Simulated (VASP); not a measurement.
Runs of VASP 6.6.1 on InSe. The structure is that of space group R3m (No. 160), or close to it. The cells are those of the table. 

| cell | gap on the mesh (eV) | pressure (GPa) | largest force (eV/Å) |
| --- | --- | --- | --- |
| a = 8.212 Å, angles 29.3°, 4 atoms | (c) | 0.2 | 1.00 |
| a = 7.846 Å, angles 31.5°, 4 atoms | 0.24 | (a) | 2.50 |
| a = 8.419 Å, angles 28.1°, 4 atoms | 0.11 | 0.1 | 0.42 |
| a = 9.132 Å, angles 24.7°, 4 atoms | 0.83 | 0.4 | 0.63 |
| a = 9.630 Å, angles 22.7°, 4 atoms | 1.00 | (b) | 0.85 |
| a = 8.879 Å, angles 25.8°, 4 atoms | 0.58 | 0.2 | 0.39 |

Alike in all rows: task single point; level PBE+D3(BJ); potentials or basis VASP PAW PBE potentials, release 64 (In_d, Se); no spin polarisation; k mesh 12 × 12 × 12; cutoff (eV) 520; smearing gaussian 0.03 eV.

Fill in the values left out.

(a) 0.8; (b) 1.1; (c) 0.14.

Caveats: spin-orbit coupling is left out, which moves the levels of the heavy elements; the stress differs along the axes, from -2 to 4 GPa (at least some runs); the stress differs along the axes, from -3 to 9 GPa (at least some runs); forces of over 1 eV/Å act on the atoms, so gaps and moduli don't describe the material at rest (at least some runs); the stress differs along the axes, from -4 to 2 GPa (at least some runs); the stress differs along the axes, from -6 to 5 GPa (at least some runs).

A k mesh can miss the band edges, and the runs leave out spin-orbit coupling on In, Se.
